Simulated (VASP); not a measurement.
Wanted: the native input for a VASP 6.6.1 run.

```
Task                   : single point
Functional             : PBEsol
Dispersion             : D3(BJ)
Potentials or basis    : VASP PAW PBE potentials, release 64 (Sn_d)
Cutoff                 : 520 eV
k mesh                 : 18 × 18 × 18
Occupations            : gaussian, width 0.15 eV
Spin                   : no spin polarisation
Dipole correction      : no
Further INCAR settings : ALGO = Fast; EDIFF = 1e-07; NBANDS = 13
```

The structure of Sn lies in POSCAR:

```
Sn
1.0
   -1.7430796737      1.7430796737      1.8946518192
    1.7430796737     -1.7430796737      1.8946518192
    1.7430796737      1.7430796737     -1.8946518192
Sn
1
Direct
    0.0000000000      0.0000000000      0.0000000000
```

This cell differs from its parent crystal: strain -0.080 along x and y, +0.000 along z.

The input as run:

INCAR

```
SYSTEM = Sn
PREC = Accurate ; ENCUT = 520
EDIFF = 1E-7 ; ISMEAR = 0
SIGMA = 0.15 ; LREAL = .False.
LASPH = .True. ; NELM = 80
ALGO = Fast ; ISIF = 2
LWAVE = .False. ; LCHARG = .False.
GGA = PS ; IVDW = 12
NBANDS = 13
```

KPOINTS

```
Automatic mesh
0
Gamma
  18 18 18
  0 0 0
```

Potentials or basis: VASP PAW PBE potentials, release 64 (Sn_d).

Launch:

```console
$ cat potpaw_PBE.64/Sn_d/POTCAR > POTCAR
$ mpirun -np 1 vasp_std > vasp.out
```

Results of the run:

```yaml
Pressure: 6.5 GPa
Band_gap_on_the_k_mesh: zero (band 7 reaches 19.35 eV, above the bottom of band 8 at 7.15 eV)
Dispersion_energy_per_atom: -0.463 eV
```

Caveat: the cell differs from its parent crystal (strain -0.080 along x and y, +0.000 along z); the PAW data sets were made with another functional, which shifts forces and pressure a little; spin-orbit coupling is left out, which moves the levels of the heavy elements; pairwise dispersion overbinds metals, which lowers pressure and volume.

Run time: 51 s on 1 thread of Intel(R) Xeon(R) Platinum 8559C (Emerald Rapids), with other jobs on the host, peak memory 0.25 GiB.
